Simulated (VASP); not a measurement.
# KF (Carobbiite) (Fm-3m) in VASP: notebook, part 2 of 3

VASP 6.6.1.

## (3) Vibrations by perturbation theory, PBEsol

INCAR reads:

```
ALGO     = Normal         # electronic algorithm
EDIFF    = 1E-8           # SCF threshold, eV
ENCUT    = 520            # plane-wave cutoff, eV
GGA      = PS             # functional
IBRION   = 8              # ionic algorithm
ISIF     = 2              # what is computed and relaxed
ISMEAR   = 0              # smearing method
LASPH    = T              # aspherical terms in the spheres
LCHARG   = F              # write CHGCAR
LEPSILON = T              # dielectric tensor by DFPT
LREAL    = F              # projectors in reciprocal space
LWAVE    = F              # write WAVECAR
NBANDS   = 15             # bands
NELM     = 100            # most SCF steps
NSW      = 1              # ionic steps
PREC     = Accurate       # precision mode
SIGMA    = 0.01           # smearing width, eV
```

KPOINTS reads:

```
k-points
0
Gamma
  6 6 6
```

POSCAR reads:

```
KF
1.0
    0.0000000000      2.6541862338      2.6541862338
    2.6541862338      0.0000000000      2.6541862338
    2.6541862338      2.6541862338      0.0000000000
K F
1 1
Direct
    0.0000000000      0.0000000000      0.0000000000
    0.5000000000      0.5000000000      0.5000000000
```

Potentials or basis: VASP PAW PBE potentials, release 64 (K_sv, F).

The run is started by

```console
$ cat potpaw_PBE.64/K_sv/POTCAR potpaw_PBE.64/F/POTCAR > POTCAR
$ mpirun -np 1 vasp_std > vasp.out
```

OUTCAR:

```text
EDIFF = 1E-8
   ENCUT = 520
   GGA = PS
   IBRION = 8
   ISIF = 2
   ISMEAR = 0
   LASPH = T
   LEPSILON = T
   LREAL = F
   NELM = 100
   NSW = 1
   PREC = Accurate

 ion  position               nearest neighbor table
   1  0.000  0.000  0.000-   2 2.65   2 2.65   2 2.65   2 2.65   2 2.65   2 2.65
   2  0.500  0.500  0.500-   1 2.65   1 2.65   1 2.65   1 2.65   1 2.65   1 2.65

  LATTYP: Found a face centered cubic cell.
 ALAT       =     5.3083724676

  Lattice vectors:

 A1 = (   0.0000000000,   2.6541862338,   2.6541862338)
 A2 = (   2.6541862338,   0.0000000000,   2.6541862338)
 A3 = (   2.6541862338,   2.6541862338,   0.0000000000)

Analysis of symmetry for initial positions (statically):
=====================================================================
 Subroutine PRICEL returns:
 Original cell was already a primitive cell.

 Routine SETGRP: Setting up the symmetry group for a
 face centered cubic supercell.

 Subroutine GETGRP returns: Found 48 space group operations
 (whereof 48 operations were pure point group operations)
 out of a pool of 48 trial point group operations.

The static configuration has the point symmetry O_h .

Analysis of symmetry for dynamics (positions and initial velocities):
=====================================================================
 Subroutine PRICEL returns:
 Original cell was already a primitive cell.

 Routine SETGRP: Setting up the symmetry group for a
 face centered cubic supercell.

 Subroutine GETGRP returns: Found 48 space group operations
 (whereof 48 operations were pure point group operations)
 out of a pool of 48 trial point group operations.

The dynamic configuration has the point symmetry O_h .

 Subroutine INISYM returns: Found 48 space group operations
 (whereof 48 operations are pure point group operations),
 and found     1 'primitive' translations

----------------------------------------------------------------------------------------

                                     Primitive cell

  volume of cell :      37.3959

  direct lattice vectors                    reciprocal lattice vectors
     0.000000000  2.654186234  2.654186234    -0.188381657  0.188381657  0.188381657
     2.654186234  0.000000000  2.654186234     0.188381657 -0.188381657  0.188381657
     2.654186234  2.654186234  0.000000000     0.188381657  0.188381657 -0.188381657

  length of vectors
     3.753586169  3.753586169  3.753586169     0.326286601  0.326286601  0.326286601

  position of ions in fractional coordinates (direct lattice)
     0.000000000  0.000000000  0.000000000
     0.500000000  0.500000000  0.500000000

  ion indices of the primitive-cell ions
[... 465 lines left out ...]
    -0.00004  0.00000  0.00000
     0.00000 -0.00004 -0.00000
     0.00000  0.00000 -0.00014

--------------------------------------- Ionic step        4  -------------------------------------------

------------------------ aborting loop because EDIFF is reached ----------------------------------------

[... ionic steps 5 to 6 ...]

--------------------------------------- Ionic step        7  -------------------------------------------

 Free energy of the ion-electron system (eV)
  ---------------------------------------------------
  ---------------------------------------------------
  free energy    TOTEN  =        -0.53237219 eV

  energy without entropy =       -0.53237219

------------------------ aborting loop because EDIFF is reached ----------------------------------------

 INTERNAL STRAIN TENSOR  FOR ION    2  DIRECTION 1   (eV/Angst):
 -----------------------------------------------------------------------------
    -0.01546  0.00000 -0.00000
     0.00000  0.00415 -0.00000
     0.00000 -0.00000  0.00415

 MACROSCOPIC STATIC DIELECTRIC TENSOR (including local field effects in DFT)
 ------------------------------------------------------
           2.019612    -0.000000    -0.000000
           0.000000     2.019612     0.000000
           0.000000     0.000000     2.019612
 ------------------------------------------------------

 PIEZOELECTRIC TENSOR (including local field effects)  for field in x, y, z        (e  Angst)
          XX          YY          ZZ          XY          YZ          ZX
  --------------------------------------------------------------------------------
  x     0.00000     0.00000     0.00000     0.00000     0.00000     0.00000
  y     0.00000     0.00000     0.00000     0.00000     0.00000     0.00000
  z     0.00000     0.00000     0.00000     0.00000     0.00000     0.00000

 PIEZOELECTRIC TENSOR (including local field effects)  for field in x, y, z        (C/m^2)
          XX          YY          ZZ          XY          YZ          ZX
  --------------------------------------------------------------------------------
  x     0.00000     0.00000     0.00000     0.00000     0.00000     0.00000
  y     0.00000     0.00000     0.00000     0.00000     0.00000     0.00000
  z     0.00000     0.00000     0.00000     0.00000     0.00000     0.00000

 BORN EFFECTIVE CHARGES (including local field effects) (in |e|, cummulative output)
 ---------------------------------------------------------------------------------
 ion    1
    1     1.14167     0.00000     0.00000
    2     0.00000     1.14167     0.00000
    3     0.00000     0.00000     1.14167
 ion    2
    1    -1.14167    -0.00000    -0.00000
    2    -0.00000    -1.14167    -0.00000
    3    -0.00000     0.00000    -1.14167

 INTERNAL STRAIN TENSOR FOR ION    2 for displacements in x,y,z  (eV/Angst):
          X           Y           Z          XY          YZ          ZX
  --------------------------------------------------------------------------------
  x     0.00000     0.00000     0.00000     0.00000     0.00000     0.00000
  y     0.00000     0.00000     0.00000     0.00000     0.00000     0.00000
  z     0.00000     0.00000     0.00000     0.00000     0.00000     0.00000

 SECOND DERIVATIVES (NOT SYMMETRIZED)
 ------------------------------------
               1X          1Y          1Z          2X          2Y          2Z
  1X    -1.580615    0.000000    0.000000    1.580615    0.000000    0.000000
  1Y     0.000000   -1.580615    0.000000    0.000000    1.580615    0.000000
  1Z     0.000000    0.000000   -1.580615    0.000000    0.000000    1.580615
  2X     1.614907    0.000000    0.000000   -1.614907    0.000000    0.000000
  2Y     0.000000    1.614907    0.000000    0.000000   -1.614907    0.000000
  2Z     0.000000    0.000000    1.614907    0.000000    0.000000   -1.614907

 Eigenvectors and eigenvalues of the dynamical matrix
 ----------------------------------------------------

   1 f  =    5.536799 THz    34.788732 2PiTHz  184.687723 cm-1    22.898349 meV
             X         Y         Z           dx          dy          dz
      0.000000  0.000000  0.000000     0.567727    0.000000   -0.000000
      2.654186  2.654186  2.654186    -0.823217    0.000000   -0.000000
[... 21 lines left out ...]
   6 f/i=    0.027770 THz     0.174487 2PiTHz    0.926323 cm-1     0.114849 meV
             X         Y         Z           dx          dy          dz
      0.000000  0.000000  0.000000     0.582103   -0.554035    0.178573
      2.654186  2.654186  2.654186     0.401444   -0.382087    0.123152

--------------------------------------------------------------------------------------------------------

 MACROSCOPIC STATIC DIELECTRIC TENSOR IONIC CONTRIBUTION
 ------------------------------------------------------
           3.947189    -0.000000    -0.000000
          -0.000000     3.947189    -0.000000
          -0.000000    -0.000000     3.947189
 ------------------------------------------------------

 ELASTIC MODULI CONTR FROM IONIC RELAXATION (kBar)
 Direction    XX          YY          ZZ          XY          YZ          ZX
 --------------------------------------------------------------------------------
 XX           0.0000      0.0000      0.0000      0.0000      0.0000      0.0000
 YY           0.0000      0.0000      0.0000      0.0000      0.0000      0.0000
 ZZ           0.0000      0.0000      0.0000      0.0000      0.0000      0.0000
 XY           0.0000      0.0000      0.0000      0.0000      0.0000      0.0000
 YZ           0.0000      0.0000      0.0000      0.0000      0.0000      0.0000
 ZX           0.0000      0.0000      0.0000      0.0000      0.0000      0.0000
 --------------------------------------------------------------------------------

 PIEZOELECTRIC TENSOR IONIC CONTR  for field in x, y, z        (C/m^2)
          XX          YY          ZZ          XY          YZ          ZX
  --------------------------------------------------------------------------------
  x     0.00000     0.00000     0.00000     0.00000     0.00000     0.00000
  y     0.00000     0.00000     0.00000     0.00000     0.00000     0.00000
  z     0.00000     0.00000     0.00000     0.00000     0.00000     0.00000
```

Wall time 7.5 min (1 thread of AMD EPYC 7R13, shared host); peak memory 0.17 GiB.

Results:

```yaml
Electronic_dielectric_tensor_diagonal: 2.02
Born_charges_mean_of_the_diagonal: K +1.14; F -1.14 e
Highest_phonon_frequency_at_Γ_LO-TO_splitting_left_out: 185 cm⁻¹
```

Phonon frequencies in cm⁻¹ (negative: imaginary):
```
              q point           frequencies
(0.000, 0.000, 0.000)  -1 -1 -1 185 185 185
```

Electronic dielectric tensor:
```
2.02 0.00 0.00
0.00 2.02 0.00
0.00 0.00 2.02
```

Born effective charge tensors (e):
atom 1, K
```
1.14 0.00 0.00
0.00 1.14 0.00
0.00 0.00 1.14
```
atom 2, F
```
-1.14  0.00  0.00
 0.00 -1.14  0.00
 0.00  0.00 -1.14
```

## (4) Vibrations by perturbation theory, PBEsol

INCAR reads:

```
SYSTEM = KF
PREC = Accurate ; ENCUT = 520
EDIFF = 1E-8 ; ISMEAR = 0
SIGMA = 0.01 ; LREAL = .FALSE.
LASPH = .TRUE. ; NELM = 100
ALGO = Normal ; ISIF = 2
LWAVE = .FALSE. ; LCHARG = .FALSE.
GGA = PS ; NBANDS = 15
IBRION = 8 ; NSW = 1
```

KPOINTS reads:

```
regular mesh
0
G
  6 6 6
  0 0 0
```

POSCAR is that of step 3.

Potentials or basis: VASP PAW PBE potentials, release 64 (K_sv, F).

The run is started by

```console
$ cat potpaw_PBE.64/K_sv/POTCAR potpaw_PBE.64/F/POTCAR > POTCAR
$ mpirun -np 1 vasp_std > vasp.out
```

OUTCAR:

```text
SYSTEM = KF
   PREC = Accurate
   ENCUT = 520
   EDIFF = 1E-8
   ISMEAR = 0
   LREAL = .FALSE.
   LASPH = .TRUE.
   NELM = 100
   ISIF = 2
   GGA = PS
   IBRION = 8
   NSW = 1

 ion  position               nearest neighbor table
   1  0.000  0.000  0.000-   2 2.65   2 2.65   2 2.65   2 2.65   2 2.65   2 2.65
   2  0.500  0.500  0.500-   1 2.65   1 2.65   1 2.65   1 2.65   1 2.65   1 2.65

  LATTYP: Found a face centered cubic cell.
 ALAT       =     5.3083724676
[... 535 lines left out ...]
               1X          1Y          1Z          2X          2Y          2Z
  1X    -1.580615    0.000000    0.000000    1.580615    0.000000    0.000000
  1Y     0.000000   -1.580615    0.000000    0.000000    1.580615    0.000000
  1Z     0.000000    0.000000   -1.580615    0.000000    0.000000    1.580615
  2X     1.614928    0.000000    0.000000   -1.614928    0.000000    0.000000
  2Y     0.000000    1.614928    0.000000    0.000000   -1.614928    0.000000
  2Z     0.000000    0.000000    1.614928    0.000000    0.000000   -1.614928

 Eigenvectors and eigenvalues of the dynamical matrix
 ----------------------------------------------------

   1 f  =    5.536823 THz    34.788884 2PiTHz  184.688533 cm-1    22.898449 meV
             X         Y         Z           dx          dy          dz
      0.000000  0.000000  0.000000     0.567724   -0.000000    0.000000
      2.654186  2.654186  2.654186    -0.823219   -0.000000   -0.000000
[... 21 lines left out ...]
   6 f/i=    0.027786 THz     0.174587 2PiTHz    0.926852 cm-1     0.114915 meV
             X         Y         Z           dx          dy          dz
      0.000000  0.000000  0.000000    -0.397953   -0.566722   -0.445139
      2.654186  2.654186  2.654186    -0.274444   -0.390834   -0.306985

--------------------------------------------------------------------------------------------------------

 ELASTIC MODULI CONTR FROM IONIC RELAXATION (kBar)
 Direction    XX          YY          ZZ          XY          YZ          ZX
 --------------------------------------------------------------------------------
 XX           0.0000      0.0000      0.0000      0.0000      0.0000      0.0000
 YY           0.0000      0.0000      0.0000      0.0000      0.0000      0.0000
 ZZ           0.0000      0.0000      0.0000      0.0000      0.0000      0.0000
 XY           0.0000      0.0000      0.0000      0.0000      0.0000      0.0000
 YZ           0.0000      0.0000      0.0000      0.0000      0.0000      0.0000
 ZX           0.0000      0.0000      0.0000      0.0000      0.0000      0.0000
 --------------------------------------------------------------------------------
```

Wall time 2.9 min (1 thread of AMD EPYC 7R13, shared host); peak memory 0.17 GiB.

What came out:

* Highest phonon frequency at Γ, LO-TO splitting left out: 185 cm⁻¹

Phonon frequencies in cm⁻¹ (negative: imaginary):
| q point | frequencies |
| --- | --- |
| (0.000, 0.000, 0.000) | -1 -1 -1 185 185 185 |

(Continued in part 3 of 3.)
